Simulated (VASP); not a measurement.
# Si20H8CF2 in VASP: a series of runs, part 2 of 2

VASP 6.6.1. The steps go on from the part before.

## Step 4: Single point, PBE

File INCAR:

```
PREC = Accurate
ENCUT = 520
EDIFF = 1E-7
ISMEAR = -1
SIGMA = 0.02
LREAL = Auto
LASPH = True
NELM = 100
ALGO = Normal
ISIF = 2
LWAVE = False
LCHARG = False
GGA = PE
NBANDS = 74
```

File KPOINTS:

```
regular mesh
0
Gamma
  1 1 1
```

File POSCAR:

```
Si20H8CF2
1.0
    7.6791800000      0.0000000000      0.0000000000
    0.0000000000      7.6791800000      0.0000000000
    0.0000000000      0.0000000000     21.2555000000
H Si C F
8 20 1 2
Direct
    0.4093926695      0.0000000000      0.0470466468
    0.0906086327      0.0000000000      0.0470466468
    0.9093939718      0.0000000000      0.0470466468
    0.5906099349      0.0000000000      0.0470466468
    0.4093926695      0.5000013022      0.0470466468
    0.0906086327      0.5000013022      0.0470466468
    0.9093939718      0.5000013022      0.0470466468
    0.5906099349      0.5000013022      0.0470466468
    0.2500006511      0.0000000000      0.0877655195
    0.7500019533      0.0000000000      0.0877655195
    0.2500006511      0.5000013022      0.0877655195
    0.7500019533      0.5000013022      0.0877655195
    0.2426561169      0.2539724293      0.1453223871
    0.7546248428      0.2545584294      0.1445837548
    0.2454038061      0.7468245307      0.1535743690
    0.7543643983      0.7488820421      0.1528357366
   -0.0033597337      0.2602361190      0.2093528734
    0.5000924578      0.2449610505      0.1987814918
   -0.0010678223      0.7298956399      0.2189739126
    0.5008998357      0.7428918192      0.2106372468
    0.0116028013      0.0103917345      0.2704194209
    0.4926437458      0.0105219568      0.2682458658
    0.0082951565      0.4928130347      0.2896003387
    0.4978265909      0.4862107673      0.2627178848
    0.2541026516      0.1044903232      0.3314059890
    0.7516036869      0.0882255658      0.3140692997
    0.2908774114      0.4286004495      0.3367081461
    0.7280855508      0.3940915567      0.3200254052
    0.5184668155      0.4023867132      0.3967443720
    0.4913936123      0.2734536760      0.4403848416
    0.5964699356      0.5443159296      0.4261155936
```

Potentials or basis: VASP PAW PBE potentials, release 64 (H, Si, C, F).

Command:

```bash
> cat potpaw_PBE.64/H/POTCAR potpaw_PBE.64/Si/POTCAR potpaw_PBE.64/C/POTCAR potpaw_PBE.64/F/POTCAR > POTCAR
> mpirun -np 1 vasp_gam > vasp.out
```

OUTCAR:

```text
PREC = Accurate
   ENCUT = 520
   EDIFF = 1E-7
   ISMEAR = -1
   LREAL = Auto
   LASPH = True
   NELM = 100
   ISIF = 2
   GGA = PE

 ion  position               nearest neighbor table
   1  0.409  0.000  0.047-   9 1.50
   2  0.091  0.000  0.047-   9 1.50
   3  0.909  0.000  0.047-  10 1.50
   4  0.591  0.000  0.047-  10 1.50
   5  0.409  0.500  0.047-  11 1.50
   6  0.091  0.500  0.047-  11 1.50
   7  0.909  0.500  0.047-  12 1.50
   8  0.591  0.500  0.047-  12 1.50
   9  0.250  0.000  0.088-   1 1.50   2 1.50  13 2.30  15 2.40
  10  0.750  0.000  0.088-   4 1.50   3 1.50  14 2.30  16 2.37
  11  0.250  0.500  0.088-   5 1.50   6 1.50  13 2.25  15 2.36
  12  0.750  0.500  0.088-   8 1.50   7 1.50  14 2.24  16 2.36
  13  0.243  0.254  0.145-  11 2.25  18 2.28   9 2.30  17 2.33
  14  0.755  0.255  0.145-  12 2.24  18 2.27  10 2.30  17 2.31
[... 8 lines left out ...]
  23  0.008  0.493  0.290-  19 2.36  28 2.37  27 2.44  17 2.47
  24  0.498  0.486  0.263-  28 2.26  20 2.26  27 2.28  18 2.30
  25  0.254  0.104  0.331-  21 2.38  22 2.38  27 2.51
  26  0.752  0.088  0.314-  21 2.28  22 2.29  28 2.36
  27  0.291  0.429  0.337-  29 2.17  24 2.28  23 2.44  25 2.51
  28  0.728  0.394  0.320-  24 2.26  29 2.29  26 2.36  23 2.37
  29  0.518  0.402  0.397-  30 1.37  31 1.39  27 2.17  28 2.29
  30  0.491  0.273  0.440-  29 1.37
  31  0.596  0.544  0.426-  29 1.39

  LATTYP: Found a simple tetragonal cell.
 ALAT       =     7.6791800000
 C/A-ratio  =     2.7679387643

  Lattice vectors:

 A1 = (   7.6791800000,   0.0000000000,   0.0000000000)
 A2 = (   0.0000000000,   7.6791800000,   0.0000000000)
 A3 = (   0.0000000000,   0.0000000000,  21.2555000000)

Analysis of symmetry for initial positions (statically):
=====================================================================
 Subroutine PRICEL returns:
 Original cell was already a primitive cell.

[... 171 lines left out ...]
   EFERMI_NEDOS =   21; number of points for ismear=-14 and -15
   IALGO  =     38    algorithm
   IMIX   =      4    mixing-type and parameters
     AMIX     =   0.40;   BMIX     =  1.00
     AMIX_MAG =   1.60;   BMIX_MAG =  1.00
  volume/ion in A,a.u.               =      40.43       272.86
  Fermi-wavevector in a.u.,A,eV,Ry     =   0.718582  1.357923  7.025509  0.516360
  Thomas-Fermi vector in A             =   1.807557
   LORBIT       =      0    0 simple, 1 ext, 2 COOP (PROOUT), +10 PAW based schemes
   GGA     = PE    functional components
[... 5 lines left out ...]
 non-spin polarized calculation
  energy-cutoff  :      520.00
  volume of cell :     1253.43
 maximum number of plane-waves:     16892
 NGX is ok and might be reduce to    60
   NGX = 29   NGY = 29   NGZ = 79

 number of electron     106.0000000 magnetization

 Free energy of the ion-electron system (eV)
  ---------------------------------------------------
  ext. energy  EPLUGINS =         0.00000000
  ---------------------------------------------------
  free energy    TOTEN  =      -137.49714770 eV

  energy without entropy =     -137.49711603  energy(sigma->0) =     -137.49713186

 E-fermi :  -1.0016     XC(G=0):  -4.0739

 val. band max:       -1.2067555797   @ k =   0.0000   0.0000   0.0000
 cond. band min:      -0.7965425766   @ k =   0.0000   0.0000   0.0000
 fundamental gap:      0.4102130031
 Fermi energy:        -1.0016490785

 k-point     1 :       0.0000    0.0000    0.0000
  band No.  band energies     occupation
      1     -28.2137      2.00000
      2     -26.8972      2.00000
      3     -13.4039      2.00000
      4     -12.7798      2.00000
      5     -11.6056      2.00000
      6     -11.0551      2.00000
[... 57 lines left out ...]
     64       1.2755      0.00000
     65       1.4926      0.00000
 [bands above 65 left out]

------------------------ aborting loop because EDIFF is reached ----------------------------------------

  FORCE on cell =-STRESS in cart. coord.  units (eV):
  Direction    XX          YY          ZZ          XY          YZ          ZX
  --------------------------------------------------------------------------------------
  -------------------------------------------------------------------------------------
  Total       29.8665145     14.2815508      2.5807186     -2.1941357     -4.1170510      0.0867589
  in kB       38.1763236     18.2551300      3.2987561     -2.8046137     -5.2625448      0.1108979
  external PRESSURE =      19.9100699 kB  Pullay stress =       0.0000000 kB

 VOLUME and BASIS-vectors are now :
 -----------------------------------------------------------------------------
  energy-cutoff  :      520.00
  volume of cell :     1253.43
      direct lattice vectors                 reciprocal lattice vectors
     7.679180000  0.000000000  0.000000000     0.130222237  0.000000000  0.000000000
     0.000000000  7.679180000  0.000000000     0.000000000  0.130222237  0.000000000
     0.000000000  0.000000000 21.255500000     0.000000000  0.000000000  0.047046647

 POSITION                                       TOTAL-FORCE (eV/Angst)
 -----------------------------------------------------------------------------------
      3.14380      0.00000      1.00000        -0.975427     -0.062018      0.230795
      0.69580      0.00000      1.00000         0.956654     -0.134074     -0.014192
      6.98340      0.00000      1.00000        -0.927902     -0.121965     -0.000382
      4.53540      0.00000      1.00000         0.993401     -0.074036      0.205019
      3.14380      3.83960      1.00000        -0.988564      0.052336      0.112664
      0.69580      3.83960      1.00000         0.984501      0.081600      0.033604
[... 23 lines left out ...]
      3.77350      2.09990      9.36060         0.527207      0.501297      0.021145
      4.58040      4.17990      9.05730        -0.771474     -0.097751      0.669934
 -----------------------------------------------------------------------------------
    total drift:                               -0.008704     -0.012082     -0.000855

  FREE ENERGIE OF THE ION-ELECTRON SYSTEM (eV)
  ---------------------------------------------------
  free  energy   TOTEN  =      -137.4971476965 eV

  energy  without entropy=     -137.4971160298  energy(sigma->0) =     -137.49713186
```

stdout:

```text
POSCAR found type information on POSCAR H SiC F
 POSCAR found :  4 types and      31 ions
 scaLAPACK will be used
 LDA part: xc-table for (Slater+PW92), standard interpolation
 POSCAR, INCAR and KPOINTS ok, starting setup
 FFT: planning ... GRIDC
 FFT: planning ... GRID_SOFT
 FFT: planning ... GRID
 WAVECAR not read
 entering main loop
```

Run time: 6 min. Hardware: 1 thread of Intel Xeon Platinum 8559C (Emerald Rapids), shared host; peak memory 1.1 GiB.

Results:

* Free energy: -137.4971 eV
* Largest force: 1.429 eV/Å
* Band gap on the k mesh: 0.41 eV

Forces on the atoms (eV/Å):
```
H   -0.975 -0.062  0.231
H    0.957 -0.134 -0.014
H   -0.928 -0.122  0.000
H    0.993 -0.074  0.205
H   -0.989  0.052  0.113
H    0.985  0.082  0.034
H   -0.970  0.108  0.030
H    0.995  0.100  0.079
Si  -0.578 -0.341 -0.167
Si   0.522 -0.219 -0.329
Si  -0.112  0.636 -0.725
Si   0.078  0.786 -0.847
Si  -0.078 -0.416  0.190
Si   0.007 -0.447  0.237
Si   0.019  0.029 -0.493
Si  -0.030 -0.048 -0.306
Si   0.039  0.217  0.493
Si  -0.072  0.080  0.380
Si   0.126  1.337  0.489
Si  -0.084  0.899  0.449
Si   0.232 -0.698  0.467
Si  -0.104 -0.760  0.407
Si  -0.133 -0.082  0.103
Si   0.051  0.348 -0.530
Si   0.059 -0.303 -0.353
Si   0.041  0.006 -0.391
Si  -0.054 -0.907  0.222
Si   0.131 -0.696  0.376
C    0.116  0.227 -1.040
F    0.527  0.501  0.021
F   -0.771 -0.098  0.670
```

Caveat: the k points lie up to 0.82 Å⁻¹ apart.
